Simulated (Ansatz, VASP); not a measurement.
GaP4 in VASP and in Ansatz

```
Ga P
1.0
     4.55497    0.00000    0.00000
    -2.27749    3.94472    0.00000
     0.00000    0.00000    4.81634
Ga P
1 4
Direct
  0.00000 0.00000 0.50000
  0.33333 0.66667 0.00000
  0.66667 0.33333 0.00000
  0.33333 0.66667 0.50000
  0.66667 0.33333 0.50000
```

Alike in both runs: functional PBE; k mesh 12 × 12 × 8; occupations gaussian, width 0.1 eV; no spin polarisation.

Ansatz relaxed the structure, and its values are those at the end. VASP's run is a single point on that final structure, the one shown.

|  | VASP | Ansatz |
| --- | --- | --- |
| version | VASP 6.6.1 | Ansatz 0.2.0 |
| potentials or method | VASP PAW PBE potentials, release 64 (Ga_d, P), cutoff 520 eV | scalar-relativistic, plane waves, PAW |
| valence electrons in the cell | 33 | 33 |

|  | VASP | Ansatz | Ansatz less VASP |
| --- | --- | --- | --- |
| gap on the k mesh at the Fermi level (eV) | none | none | - |
| pressure (GPa) | -0.1 | 0.0 | +0.07 |

A gap of «none» marks a metal or a gap that the smearing closes. The functional is the same, so the differences come from potentials, cutoffs and numerics.
